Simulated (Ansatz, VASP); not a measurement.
**WF2: VASP beside Ansatz**

File INCAR:

```
PREC = Accurate
ENCUT = 520
EDIFF = 1E-6
ISMEAR = 0
SIGMA = 0.1
LREAL = F
LASPH = T
NELM = 80
ALGO = Normal
ISIF = 2
LWAVE = F
LCHARG = T
GGA = PS
LELF = T
LVHAR = T
NBANDS = 21
```

KPOINTS

```
regular mesh
0
Gamma
  14 14 14
```

The input POSCAR:

```
WF2
1.0
    0.0000000000      2.6261643228      2.6261643228
    2.6261643228      0.0000000000      2.6261643228
    2.6261643228      2.6261643228      0.0000000000
W F
1 2
Direct
    0.0000000000      0.0000000000      0.0000000000
    0.2500000000      0.2500000000      0.2500000000
    0.7500000000      0.7500000000      0.7500000000
```

Input for Ansatz:

```yaml
crystal:
  lattice:
    - [0.0, 2.6261643228, 2.6261643228]
    - [2.6261643228, 0.0, 2.6261643228]
    - [2.6261643228, 2.6261643228, 0.0]
  atoms:
    - { symbol: W, position: [0.0, 0.0, 0.0] }
    - { symbol: F, position: [0.25, 0.25, 0.25] }
    - { symbol: F, position: [0.75, 0.75, 0.75] }
basis:
  ecutwfc: 420
kpoints:
  mp_grid: { grid: [14, 14, 14] }
hamiltonian:
  xc: pbesol
scf:
  occupations: { method: gaussian, width: 0.1 }
  lower_state_search: "off"
output:
  forces: true
  stress: true
  eigenvalues: true
```

Alike in both runs: task single point; functional PBEsol; k mesh 14 × 14 × 14; occupations gaussian, width 0.1 eV; no spin polarisation.

|  | VASP | Ansatz |
| --- | --- | --- |
| version | VASP 6.6.1 | Ansatz 0.2.0 |
| potentials or method | VASP PAW PBE potentials, release 64 (W_sv, F), cutoff 520 eV | scalar-relativistic, plane waves, PAW |
| valence electrons in the cell | 28 | 28 |

Ansatz gave:

```
gap on the k mesh at the Fermi level (eV) : none
pressure (GPa)                            : -8.0
```

Q: Which values does VASP return?

A: gap on the k mesh at the Fermi level (eV): none; pressure (GPa): -7.5.

VASP's potentials were made for PBE, not for PBEsol. A gap of «none» marks a metal or a gap that the smearing closes.

Spin-orbit coupling is off throughout.
